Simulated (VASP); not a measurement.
A run of VASP 6.6.1:

File INCAR:

```
PREC     = Accurate       # precision mode
ENCUT    = 520            # plane-wave cutoff, eV
EDIFF    = 1E-6           # SCF threshold, eV
ISMEAR   = -1             # smearing method
SIGMA    = 0.1            # smearing width, eV
LREAL    = F              # projectors in reciprocal space
LASPH    = T              # aspherical terms in the spheres
NELM     = 60             # most SCF steps
ALGO     = Normal         # electronic algorithm
ISIF     = 2              # what is computed and relaxed
LWAVE    = F              # write WAVECAR
LCHARG   = T              # write CHGCAR
GGA      = CA             # functional
LELF     = T              # ELF
LVHAR    = T            
NBANDS   = 9              # bands
```

Contents of KPOINTS:

```
regular mesh
0
Gamma
  13 13 7
```

POSCAR

```
Mg
1.0
    1.5683539307     -2.7164686923      0.0000000000
    1.5683539307      2.7164686923      0.0000000000
    0.0000000000      0.0000000000      5.0790567528
Mg
2
Direct
    0.6666666670      0.3333333330      0.2500000000
    0.3333333330      0.6666666670      0.7500000000
```

Potentials or basis: VASP PAW LDA potentials, release 64 (Mg).

Command:

```sh
$ cat potpaw_LDA.64/Mg/POTCAR > POTCAR
$ mpirun -np 1 vasp_std > vasp.out
```

Hardware: 1 thread of Intel Xeon 8259CL, with other jobs on the host.

**Question.** How long does it take, and how much memory?

**Answer.** Wall time 24 s on 1 thread of Intel Xeon 8259CL, with other jobs on the host, peak memory 0.16 GiB. Counts: scf iterations 9, k points 84.
